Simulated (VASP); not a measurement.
Wanted: the native input for a VASP 6.6.1 run.

```
Task                   : single point
Functional             : r2SCAN
Potentials or basis    : VASP PAW PBE potentials, release 64 (K_sv, I)
Cutoff                 : 520 eV
k mesh                 : 4 × 4 × 4
Occupations            : gaussian, width 0.01 eV
Spin                   : no spin polarisation
Dipole correction      : no
Further INCAR settings : ALGO = Normal; EDIFF = 1e-07; NBANDS = 15
```

KI:

```
K I
1.0
     4.29094    0.00000    0.00000
     0.00000    4.29094    0.00000
     0.00000    0.00000    4.29094
K I
1 1
Direct
  0.00000 0.00000 0.00000
  0.50000 0.50000 0.50000
```

These files were run (other wordings do the same):

POSCAR

```
KI
1.0
    4.2909401063      0.0000000000      0.0000000000
    0.0000000000      4.2909401063      0.0000000000
    0.0000000000      0.0000000000      4.2909401063
K I
1 1
Direct
    0.0000000000      0.0000000000      0.0000000000
    0.5000000000      0.5000000000      0.5000000000
```

INCAR.step1

```
SYSTEM = KI
  PREC = Accurate
  ENCUT = 520
  ISMEAR = 0
  SIGMA = 0.01
  LREAL = .FALSE.
  LASPH = .TRUE.
  NELM = 100
  NBANDS = 15
  GGA = PE
  ALGO = Normal
  EDIFF = 1E-4
  LWAVE = .TRUE.
  LCHARG = .FALSE.
```

INCAR.step2

```
SYSTEM = KI
  PREC = Accurate
  ENCUT = 520
  EDIFF = 1E-7
  ISMEAR = 0
  SIGMA = 0.01
  LREAL = .FALSE.
  LASPH = .TRUE.
  NELM = 100
  ALGO = Normal
  ISIF = 2
  LWAVE = .FALSE.
  LCHARG = .FALSE.
  METAGGA = R2SCAN
  LMIXTAU = .TRUE.
  NBANDS = 15
  ISTART = 1
```

KPOINTS

```
Automatic mesh
0
G
  4 4 4
  0 0 0
```

Potentials or basis: VASP PAW PBE potentials, release 64 (K_sv, I).

Command:

```bash
$ cat potpaw_PBE.64/K_sv/POTCAR potpaw_PBE.64/I/POTCAR > POTCAR
$ cp INCAR.step1 INCAR
$ mpirun -np 1 vasp_std > vasp.out
$ cp INCAR.step2 INCAR
$ mpirun -np 1 vasp_std > vasp.out
```

It gave:

| Item | Value |
| --- | --- |
| Pressure | 0.1 GPa |
| Band gap on the k mesh | 4.04 eV (least direct gap 4.41 eV) |

Caveat: the PAW data sets were made with another functional, which shifts forces and pressure a little; spin-orbit coupling is left out, which moves the levels of the heavy elements.

Run time: 34 s on 1 thread of AMD EPYC 7R13 Processor (Zen 3), on a shared host, peak memory 0.16 GiB.
